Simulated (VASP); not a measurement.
# TiS2 (P-3m1) in VASP: notebook

Runs on TiS2. Level: PBE+D3(BJ)+U. Tasks: single point.

Everything below comes from runs of VASP 6.6.1. Logs are shortened: lines on timing, memory, paths and dates and some standing lists are left out, and cuts for length are marked.

## 1. The cell of the first run

Symmetry: P-3m1, No. 164, trigonal system. The conventional cell has a = 3.412 Å, b = 3.412 Å, c = 5.695 Å, α = 90.00°, β = 90.00°, γ = 120.00°. Ti (site symmetry -3m) has 6 S at 2.43 Å within 3.2 Å. S (site symmetry 3m) has 3 Ti at 2.43 Å within 3.2 Å.

## 2. Single point, PBE+D3(BJ)+U

The input, INCAR:

```
  PREC = Accurate
  ENCUT = 500
  EDIFF = 1E-6
  ISMEAR = 0
  SIGMA = 0.01
  LREAL = False
  LASPH = True
  NELM = 200
  ALGO = Normal
  ISIF = 2
  LWAVE = False
  LCHARG = False
  LMAXMIX = 4
  LDAU = True
  LDAUTYPE = 2
  LDAUL = 2 -1
  LDAUU = 2 0
  LDAUJ = 0 0
  LDAUPRINT = 1
  GGA = PE
  IVDW = 12
  NBANDS = 19
  GGA_COMPAT = False
```

The input, KPOINTS:

```
regular mesh
0
Gamma
  7 7 4
```

The input, POSCAR:

```
TiS2
1.0
    3.4120000000      0.0000000000      0.0000000000
   -1.7060000000      2.9548790000      0.0000000000
    0.0000000000      0.0000000000      5.6950000000
Ti S
1 2
Direct
    0.0000000000      0.0000000000      0.0000000000
    0.3333333333      0.6666666667      0.2500000000
    0.6666666667      0.3333333333      0.7500000000
```

Potentials or basis: VASP PAW PBE potentials, release 64 (Ti_sv, S).

Run with:

```bash
> cat potpaw_PBE.64/Ti_sv/POTCAR potpaw_PBE.64/S/POTCAR > POTCAR
> mpirun -np 1 vasp_std > vasp.out
```

OUTCAR:

```text
PREC = Accurate
   ENCUT = 500
   EDIFF = 1E-6
   ISMEAR = 0
   LREAL = False
   LASPH = True
   NELM = 200
   ISIF = 2
   GGA = PE
   IVDW = 12
 IVDW          = 12

 ion  position               nearest neighbor table
   1  0.000  0.000  0.000-   2 2.43   3 2.43   3 2.43   2 2.43   3 2.43   2 2.43
   2  0.333  0.667  0.250-   1 2.43   1 2.43   1 2.43
   3  0.667  0.333  0.750-   1 2.43   1 2.43   1 2.43

  LATTYP: Found a hexagonal cell.
 ALAT       =     3.4120000000
 C/A-ratio  =     1.6691090270

  Lattice vectors:

 A1 = (   3.4120000000,   0.0000000000,   0.0000000000)
 A2 = (  -1.7060000000,   2.9548790000,   0.0000000000)
 A3 = (   0.0000000000,   0.0000000000,   5.6950000000)

Analysis of symmetry for initial positions (statically):
=====================================================================
 Subroutine PRICEL returns:
 Original cell was already a primitive cell.

 Routine SETGRP: Setting up the symmetry group for a
 hexagonal supercell.

 Subroutine GETGRP returns: Found 12 space group operations
 (whereof 12 operations were pure point group operations)
 out of a pool of 24 trial point group operations.

The static configuration has the point symmetry D_3d.

Analysis of symmetry for dynamics (positions and initial velocities):
=====================================================================
 Subroutine PRICEL returns:
 Original cell was already a primitive cell.

 Routine SETGRP: Setting up the symmetry group for a
 hexagonal supercell.

 Subroutine GETGRP returns: Found 12 space group operations
 (whereof 12 operations were pure point group operations)
 out of a pool of 24 trial point group operations.

The dynamic configuration has the point symmetry D_3d.

 Subroutine INISYM returns: Found 12 space group operations
 (whereof 12 operations are pure point group operations),
 and found     1 'primitive' translations

----------------------------------------------------------------------------------------

                                     Primitive cell

  volume of cell :      57.4173

  direct lattice vectors                    reciprocal lattice vectors
     3.412000000  0.000000000  0.000000000     0.293083236  0.169211667  0.000000000
    -1.706000000  2.954879000  0.000000000     0.000000000  0.338423333  0.000000000
     0.000000000  0.000000000  5.695000000     0.000000000  0.000000000  0.175592625

  length of vectors
     3.412000000  3.412000279  5.695000000     0.338423361  0.338423333  0.175592625

  position of ions in fractional coordinates (direct lattice)
     0.000000000  0.000000000  0.000000000
     0.333333333  0.666666667  0.250000000
     0.666666667  0.333333333  0.750000000

  ion indices of the primitive-cell ions
   primitive index   ion index
                 1           1
                 2           2
                 3           3

----------------------------------------------------------------------------------------

 KPOINTS: regular mesh

Automatic generation of k-mesh.
 Grid dimensions read from file:
 generate k-points for:    7    7    4

 Generating k-lattice:

  Cartesian coordinates                     Fractional coordinates (reciprocal lattice)
     0.041869034  0.024173095  0.000000000     0.142857143  0.000000000  0.000000000
     0.000000000  0.048346190  0.000000000     0.000000000  0.142857143  0.000000000
     0.000000000  0.000000000  0.043898156     0.000000000  0.000000000  0.250000000

  Length of vectors
     0.048346194  0.048346190  0.043898156

  Shift w.r.t. Gamma in fractional coordinates (k-lattice)
     0.000000000  0.000000000  0.000000000

 Subroutine IBZKPT returns following result:
 ===========================================

 Found     28 irreducible k-points:

 Following reciprocal coordinates:
            Coordinates               Weight
  0.000000  0.000000  0.000000      1.000000
  0.142857 -0.000000  0.000000      6.000000
  0.285714 -0.000000  0.000000      6.000000
  0.428571 -0.000000  0.000000      6.000000
  0.142857  0.142857  0.000000      6.000000
  0.285714  0.142857  0.000000     12.000000
[... 16 lines left out ...]
  0.285714 -0.000000  0.500000      6.000000
  0.428571 -0.000000  0.500000      6.000000
 [... further k-points ...]
   k-points           NKPTS =     28   k-points in BZ     NKDIM =     28   number of bands    NBANDS=     19
   number of dos      NEDOS =    301   number of ions     NIONS =      3
   total plane-waves  NPLWV =  32928
   dimension x,y,z NGX =    28 NGY =   28 NGZ =   42
   dimension x,y,z NGXF=    56 NGYF=   56 NGZF=   84
   ions per type =               1   2
   NGX,Y,Z   is equivalent  to a cutoff of  13.64, 13.64, 12.26 a.u.
   NGXF,Y,Z  is equivalent  to a cutoff of  27.29, 27.29, 24.52 a.u.
 SYSTEM =  unknown system
   PREC   = accura    normal or accurate (medium, high low for compatibility)
   ISTART =      0    job   : 0-new  1-cont  2-samecut
   ICHARG =      2    charge: 1-file 2-atom 10-const
   ISPIN  =      1    spin polarized calculation?
   LNONCOLLINEAR =      F non collinear calculations
   LSORBIT =      F    spin-orbit coupling
   LASPH  =      T    aspherical Exc in radial PAW
   ENCUT  =  500.0 eV  36.75 Ry    6.06 a.u.   6.22  6.22 10.38*2*pi/ulx,y,z
   NELM   =    200;   NELMIN=  2; NELMDL= -5     # of ELM steps
   EDIFF  = 0.1E-05   stopping-criterion for ELM
   LREAL  =      F    real-space projection
   EDIFFG = 0.1E-04   stopping-criterion for IOM
   NSW    =      0    number of steps for IOM
   IBRION =     -1    ionic relax: 0-MD 1-quasi-New 2-CG
   NFREE  =      0    steps in history (QN), initial steepest desc. (CG)
   ISIF   =      2    stress and relaxation
   ISYM   =      2    0-nonsym 1-usesym 2-fastsym
   POTIM  = 0.5000    time-step for ionic-motion
   TEBEG  =    0.0;   TEEND  =   0.0 temperature during run
   PSTRESS=    0.0 pullay stress
   NELECT =      24.0000    total number of electrons
   NUPDOWN=      -1.0000    fix difference up-down
   EMIN   =  10.00;   EMAX   =-10.00  energy-range for DOS
   EFERMI =   0.00;   METHOD = LEGACY
   ISMEAR =     0;   SIGMA  =   0.01  broadening in eV -4-tet -1-fermi 0-gaus
   EFERMI_NEDOS =   21; number of points for ismear=-14 and -15
   IALGO  =     38    algorithm
   IMIX   =      4    mixing-type and parameters
     AMIX     =   0.40;   BMIX     =  1.00
     AMIX_MAG =   1.60;   BMIX_MAG =  1.00
  volume/ion in A,a.u.               =      19.14       129.16
  Fermi-wavevector in a.u.,A,eV,Ry     =   1.224046  2.313112 20.385456  1.498289
  Thomas-Fermi vector in A             =   2.359135
   LORBIT       =      0    0 simple, 1 ext, 2 COOP (PROOUT), +10 PAW based schemes
 LDA+U is selected, type is set to LDAUTYPE =  2
   angular momentum for each species LDAUL =     2   -1
   U (eV)           for each species LDAUU =   2.0  0.0
   J (eV)           for each species LDAUJ =   0.0  0.0
   GGA     = PE    functional components
   LHFCALC =     F    Hartree Fock is set to
   AEXX    =    0.0000 exact exchange contribution
   IVDW    =    12    specifies the selected vdW correction
   LEPSILON=     F    determine dielectric tensor
   LRPA    =     F    only Hartree local field effects (RPA)
 non-spin polarized calculation
 Gauss-broadening in eV      SIGMA  =   0.01
  energy-cutoff  :      500.00
  volume of cell :       57.42
 maximum number of plane-waves:      1472
 NGX is ok and might be reduce to    28
   NGX = 13   NGY = 13   NGZ = 21

atom =   1  type =  1  l = 2

 onsite density matrix

spin component  1

  0.1601 -0.0000 -0.0000 -0.0856  0.0000
 -0.0000  0.2289 -0.0000 -0.0000 -0.0856
 -0.0000 -0.0000  0.0894 -0.0000  0.0000
 -0.0856 -0.0000 -0.0000  0.2289  0.0000
  0.0000 -0.0856  0.0000  0.0000  0.1601

spin component  2

  0.1601 -0.0000 -0.0000 -0.0856  0.0000
 -0.0000  0.2289 -0.0000 -0.0000 -0.0856
 -0.0000 -0.0000  0.0894 -0.0000  0.0000
 -0.0856 -0.0000 -0.0000  0.2289  0.0000
  0.0000 -0.0856  0.0000  0.0000  0.1601

 occupancies and eigenvectors

  o =  0.0894  v =  0.0000  0.0000 -1.0000  0.0000  0.0000  0.0000  0.0000  0.0000  0.0000  0.0000      0.0000  0.0000  0.0000  0.0000  0.0000  0.0000  0.0000  0.0000  0.0000  0.0000
  o =  0.0894  v =  0.0000  0.0000  0.0000  0.0000  0.0000  0.0000  0.0000 -1.0000  0.0000  0.0000      0.0000  0.0000  0.0000  0.0000  0.0000  0.0000  0.0000  0.0000  0.0000  0.0000
  o =  0.1023  v =  0.0000  0.0000  0.0000  0.0000  0.0000 -0.8285  0.0000 -0.0000 -0.5600  0.0000      0.0000  0.0000  0.0000  0.0000  0.0000  0.0000  0.0000  0.0000  0.0000  0.0000
  o =  0.1023  v = -0.8285  0.0000 -0.0000 -0.5600  0.0000  0.0000  0.0000  0.0000  0.0000  0.0000      0.0000  0.0000  0.0000  0.0000  0.0000  0.0000  0.0000  0.0000  0.0000  0.0000
  o =  0.1023  v =  0.0000 -0.5600 -0.0000  0.0000 -0.8285  0.0000  0.0000  0.0000  0.0000  0.0000      0.0000  0.0000  0.0000  0.0000  0.0000  0.0000  0.0000  0.0000  0.0000  0.0000
  o =  0.1023  v =  0.0000  0.0000  0.0000  0.0000  0.0000  0.0000 -0.5600 -0.0000  0.0000 -0.8285      0.0000  0.0000  0.0000  0.0000  0.0000  0.0000  0.0000  0.0000  0.0000  0.0000
  o =  0.2867  v =  0.5600  0.0000 -0.0000 -0.8285  0.0000  0.0000  0.0000  0.0000  0.0000  0.0000      0.0000  0.0000  0.0000  0.0000  0.0000  0.0000  0.0000  0.0000  0.0000  0.0000
  o =  0.2867  v =  0.0000  0.0000  0.0000  0.0000  0.0000  0.5600  0.0000 -0.0000 -0.8285  0.0000      0.0000  0.0000  0.0000  0.0000  0.0000  0.0000  0.0000  0.0000  0.0000  0.0000
  o =  0.2867  v =  0.0000  0.0000  0.0000  0.0000  0.0000  0.0000 -0.8285  0.0000  0.0000  0.5600      0.0000  0.0000  0.0000  0.0000  0.0000  0.0000  0.0000  0.0000  0.0000  0.0000
  o =  0.2867  v =  0.0000 -0.8285  0.0000  0.0000  0.5600  0.0000  0.0000  0.0000  0.0000  0.0000      0.0000  0.0000  0.0000  0.0000  0.0000  0.0000  0.0000  0.0000  0.0000  0.0000

 number of electron      23.9999999 magnetization

 Free energy of the ion-electron system (eV)
  ---------------------------------------------------
  ext. energy  EPLUGINS =         0.00000000
  ---------------------------------------------------
  free energy    TOTEN  =       -18.53325467 eV

  energy without entropy =      -18.53325467  energy(sigma->0) =      -18.53325467

 E-fermi :   5.6300     XC(G=0): -10.0961

 val. band max:        5.5688174031   @ k =   0.0000   0.0000   0.0000
 cond. band min:       5.6838652771   @ k =   0.4286  -0.0000   0.5000
 fundamental gap:      0.1150478740
 Fermi energy:         5.6299540414

 k-point     1 :       0.0000    0.0000    0.0000
  band No.  band energies     occupation
      1     -52.7354      2.00000
      2     -28.9352      2.00000
      3     -28.8882      2.00000
      4     -28.8882      2.00000
      5      -8.2628      2.00000
      6      -6.5678      2.00000
[... 11 lines left out ...]
     18      11.5130      0.00000
     19      12.3221      0.00000

 k-point     2 :       0.1429   -0.0000    0.0000
  band No.  band energies     occupation
      1     -52.7333      2.00000
      2     -28.9307      2.00000
      3     -28.9113      2.00000
      4     -28.8935      2.00000
      5      -8.0267      2.00000
      6      -6.5161      2.00000
[... 11 lines left out ...]
     18      12.6257      0.00000
     19      13.2405      0.00000

 k-point     3 :       0.2857   -0.0000    0.0000
  band No.  band energies     occupation
      1     -52.7285      2.00000
      2     -28.9631      2.00000
      3     -28.9206      2.00000
      4     -28.9053      2.00000
      5      -7.4114      2.00000
      6      -6.4100      2.00000
[... 11 lines left out ...]
     18      12.8668      0.00000
     19      13.6820      0.00000

 k-point     4 :       0.4286   -0.0000    0.0000
  band No.  band energies     occupation
      1     -52.7246      2.00000
      2     -29.0041      2.00000
      3     -28.9148      2.00000
      4     -28.9125      2.00000
      5      -6.7310      2.00000
      6      -6.3989      2.00000
[... 407 lines left out ...]
     18      12.9733      0.00000
     19      14.2072      0.00000

 k-point    23 :       0.2857   -0.0000    0.5000
  band No.  band energies     occupation
      1     -52.7285      2.00000
      2     -28.9630      2.00000
      3     -28.9207      2.00000
      4     -28.9053      2.00000
      5      -7.1080      2.00000
      6      -6.7864      2.00000
[... 11 lines left out ...]
     18      12.5144      0.00000
     19      13.1803      0.00000

 k-point    24 :       0.4286   -0.0000    0.5000
  band No.  band energies     occupation
      1     -52.7246      2.00000
      2     -29.0041      2.00000
      3     -28.9148      2.00000
      4     -28.9126      2.00000
      5      -6.7029      2.00000
      6      -6.4089      2.00000
[... 11 lines left out ...]
     18      11.3684      0.00000
     19      12.3178      0.00000

 [... further k-points ...]

------------------------ aborting loop because EDIFF is reached ----------------------------------------

 Edisp (eV)   -1.15187

 E8    (eV) :    -0.4668

  FORCE on cell =-STRESS in cart. coord.  units (eV):
  Direction    XX          YY          ZZ          XY          YZ          ZX
  --------------------------------------------------------------------------------------
  -------------------------------------------------------------------------------------
  Total      -0.29048    -0.29048    -0.38673    -0.00000     0.00000     0.00000
  in kB      -8.10569    -8.10569   -10.79144    -0.00000     0.00000     0.00000
  external pressure =       -9.00 kB  Pullay stress =        0.00 kB

 VOLUME and BASIS-vectors are now :
 -----------------------------------------------------------------------------
  energy-cutoff  :      500.00
  volume of cell :       57.42
      direct lattice vectors                 reciprocal lattice vectors
     3.412000000  0.000000000  0.000000000     0.293083236  0.169211667  0.000000000
    -1.706000000  2.954879000  0.000000000     0.000000000  0.338423333  0.000000000
     0.000000000  0.000000000  5.695000000     0.000000000  0.000000000  0.175592625

 POSITION                                       TOTAL-FORCE (eV/Angst)
 -----------------------------------------------------------------------------------
      0.00000      0.00000      0.00000         0.000000      0.000000      0.000000
     -0.00000      1.96992      1.42375         0.000000      0.000000     -0.019768
      1.70600      0.98496      4.27125        -0.000000     -0.000000      0.019768
 -----------------------------------------------------------------------------------
    total drift:                               -0.000000     -0.000000     -0.000000

  FREE ENERGIE OF THE ION-ELECTRON SYSTEM (eV)
  ---------------------------------------------------
  free  energy   TOTEN  =       -19.6851216755 eV

  energy  without entropy=      -19.6851216755  energy(sigma->0) =      -19.68512168
```

Run time: 36 s. Hardware: 1 thread of Intel Xeon Platinum 8488C (Sapphire Rapids), shared host; peak memory 0.19 GiB.

What came out:

| Quantity | Value |
| --- | --- |
| Free energy | -19.6851 eV |
| Pressure | -0.9 GPa |
| Largest force | 0.020 eV/Å |
| Band gap on the k mesh | 0.12 eV, indirect (least direct gap 0.61 eV) |
| Dispersion energy per atom | -0.384 eV |

Forces in eV/Å, atoms in the order of the input:
```
Ti   0.000  0.000  0.000
S    0.000  0.000 -0.020
S    0.000  0.000  0.020
```

Levels at points of the mesh, in eV from the valence-band top:
| k point | band 8 | band 9 | band 10 | band 11 | band 12 | band 13 | band 14 | band 15 | band 16 | band 17 |
| --- | --- | --- | --- | --- | --- | --- | --- | --- | --- | --- |
| (0.00, 0.00, 0.00) | -2.84 | -2.84 | -0.09 | 0.00 | 0.00 | 0.61 | 0.61 | 1.05 | 3.35 | 3.35 |
| (0.00, 0.00, 0.50) | -2.79 | -2.79 | -2.50 | -0.17 | -0.17 | 0.59 | 0.59 | 1.61 | 3.64 | 3.64 |

Eigenvalues of the final occupation matrices:
| site | spin | trace | eigenvalues |
| --- | --- | --- | --- |
| site 1 d | 1 | 0.87 | 0.09 0.10 0.10 0.29 0.29 |
| site 1 d | 2 | 0.87 | 0.09 0.10 0.10 0.29 0.29 |

## 3. Single point, PBE+D3(BJ)+U

The input, INCAR:

```
  PREC = Accurate
  ENCUT = 500
  EDIFF = 1E-6
  ISMEAR = 0
  SIGMA = 0.01
  LREAL = F
  LASPH = T
  NELM = 200
  ALGO = Normal
  ISIF = 2
  LWAVE = F
  LCHARG = F
  LMAXMIX = 4
  LDAU = T
  LDAUTYPE = 2
  LDAUL = 2 -1
  LDAUU = 4 0
  LDAUJ = 0 0
  LDAUPRINT = 1
  GGA = PE
  IVDW = 12
  NBANDS = 19
  GGA_COMPAT = F
```

KPOINTS is that of step 2.

POSCAR is that of step 2.

Potentials or basis: VASP PAW PBE potentials, release 64 (Ti_sv, S).

Run with:

```bash
> cat potpaw_PBE.64/Ti_sv/POTCAR potpaw_PBE.64/S/POTCAR > POTCAR
> mpirun -np 1 vasp_std > vasp.out
```

Wall time 32 s (1 thread of Intel Xeon Platinum 8488C (Sapphire Rapids), shared host); peak memory 0.19 GiB.

Results (log left out):

```yaml
Free_energy: -18.3688 eV
Pressure: 1.0 GPa
Largest_force: 0.115 eV/Å
Band_gap_on_the_k_mesh: 0.35 eV, indirect (least direct gap 0.88 eV)
Dispersion_energy_per_atom: -0.384 eV
```

Forces on the atoms (eV/Å):
```
Ti   0.000  0.000  0.000
S    0.000  0.000  0.115
S    0.000  0.000 -0.115
```

Stress tensor (GPa, compression positive):
```
1.34 0.00 0.00
0.00 1.34 0.00
0.00 0.00 0.38
```

Levels at points of the mesh, in eV from the valence-band top:
```tsv
k point	band 8	band 9	band 10	band 11	band 12	band 13	band 14	band 15	band 16	band 17
(0.00, 0.00, 0.00)	-2.82	-2.82	-0.09	0.00	0.00	0.88	0.88	1.35	3.37	3.37
(0.00, 0.00, 0.50)	-2.78	-2.78	-2.49	-0.17	-0.17	0.87	0.87	1.88	3.66	3.66
```

Eigenvalues of the final occupation matrices:
| site | spin | trace | eigenvalues |
| --- | --- | --- | --- |
| site 1 d | 1 | 0.83 | 0.08 0.09 0.09 0.29 0.29 |
| site 1 d | 2 | 0.83 | 0.08 0.09 0.09 0.29 0.29 |

A k mesh can miss the band edges.

## 4. Single point, PBE+D3(BJ)+U

The input, INCAR:

```
SYSTEM = TiS2
ALGO     = Normal         ! electronic algorithm
EDIFF    = 1E-6           ! SCF threshold, eV
ENCUT    = 500            ! plane-wave cutoff, eV
GGA      = PE             ! functional
GGA_COMPAT= .FALSE.      
ISIF     = 2              ! what is computed and relaxed
ISMEAR   = 0              ! smearing method
IVDW     = 12             ! dispersion correction
LASPH    = .TRUE.         ! aspherical terms in the spheres
LCHARG   = .TRUE.         ! write CHGCAR
LDAU     = .TRUE.         ! DFT+U
LDAUJ    = 0 0          
LDAUL    = 2 -1           ! shell
LDAUPRINT= 1            
LDAUTYPE = 2            
LDAUU    = 6 0            ! U, eV
LELF     = .TRUE.         ! ELF
LMAXMIX  = 4              ! l up to which the mixer works
LREAL    = .FALSE.        ! projectors in reciprocal space
LVHAR    = .TRUE.       
LWAVE    = .FALSE.        ! write WAVECAR
NBANDS   = 19             ! bands
NELM     = 200            ! most SCF steps
PREC     = Accurate       ! precision mode
SIGMA    = 0.01           ! smearing width, eV
```

The input, KPOINTS:

```
k-points
0
G
  7 7 4
  0 0 0
```

POSCAR is that of step 3.

Run with:

```bash
> cat potpaw_PBE.64/Ti_sv/POTCAR potpaw_PBE.64/S/POTCAR > POTCAR
> mpirun -np 1 vasp_std > vasp.out
```

It took 44 s on 1 thread of Intel Xeon Platinum 8488C (Sapphire Rapids), shared host; peak memory 0.19 GiB.

Results (log left out):

```
Free energy                : -17.1153 eV
Pressure                   : 2.8 GPa
Largest force              : 0.255 eV/Å
Band gap on the k mesh     : 0.63 eV, indirect (least direct gap 1.20 eV)
Dispersion energy per atom : -0.384 eV
```

Forces in eV/Å, atoms in the order of the input:
```
Ti   0.000  0.000  0.000
S    0.000  0.000  0.255
S    0.000  0.000 -0.255
```

Stress tensor (GPa, compression positive):
```
3.40 0.00 0.00
0.00 3.40 0.00
0.00 0.00 1.71
```

Levels at points of the mesh, in eV from the valence-band top:
| k point | band 8 | band 9 | band 10 | band 11 | band 12 | band 13 | band 14 | band 15 | band 16 | band 17 |
| --- | --- | --- | --- | --- | --- | --- | --- | --- | --- | --- |
| (0.00, 0.00, 0.00) | -2.80 | -2.80 | -0.08 | 0.00 | 0.00 | 1.20 | 1.20 | 1.69 | 3.41 | 3.41 |
| (0.00, 0.00, 0.50) | -2.76 | -2.76 | -2.49 | -0.17 | -0.17 | 1.19 | 1.19 | 2.19 | 3.69 | 3.69 |

Eigenvalues of the final occupation matrices:
| site | spin | trace | eigenvalues |
| --- | --- | --- | --- |
| site 1 d | 1 | 0.80 | 0.07 0.07 0.07 0.29 0.29 |
| site 1 d | 2 | 0.80 | 0.07 0.07 0.07 0.29 0.29 |

A k mesh can miss the band edges.

(Part 1 of 2 ends here.)
